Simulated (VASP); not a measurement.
A run of VASP 6.6.1 is set up as follows.

INCAR

```
PREC     = Accurate       # precision mode
ENCUT    = 520            # plane-wave cutoff, eV
EDIFF    = 1E-7           # SCF threshold, eV
ISMEAR   = -1             # smearing method
SIGMA    = 0.1            # smearing width, eV
LREAL    = F              # projectors in reciprocal space
LASPH    = T              # aspherical terms in the spheres
NELM     = 80             # most SCF steps
ALGO     = Normal         # electronic algorithm
ISIF     = 2              # what is computed and relaxed
LWAVE    = F              # write WAVECAR
LCHARG   = T              # write CHGCAR
GGA      = PE             # functional
LELF     = T              # ELF
LVHAR    = T            
NBANDS   = 12             # bands
```

File KPOINTS:

```
regular mesh
0
Gamma
  13 13 8
```

File POSCAR:

```
As
1.0
    3.0354507857      0.0000000000      0.0000000000
   -1.5177253928      2.6287774924      0.0000000000
    0.0000000000      0.0000000000      4.6323640987
As
2
Direct
    0.3333333333      0.6666666667      0.2500000000
    0.6666666667      0.3333333333      0.7500000000
```

Potentials or basis: VASP PAW PBE potentials, release 64 (As).

Run with:

```bash
$ cat potpaw_PBE.64/As/POTCAR > POTCAR
$ mpirun -np 1 vasp_std > vasp.out
```

Task: Predict the band gap on the k mesh.

Result: Zero (band 5 reaches 11.21 eV, above the bottom of band 6 at 3.28 eV).

Task: Predict the pressure.

Result: 3.9 GPa.

Stress tensor (GPa, compression positive):
```
3.60 0.00 0.00
0.00 3.60 0.00
0.00 0.00 4.39
```
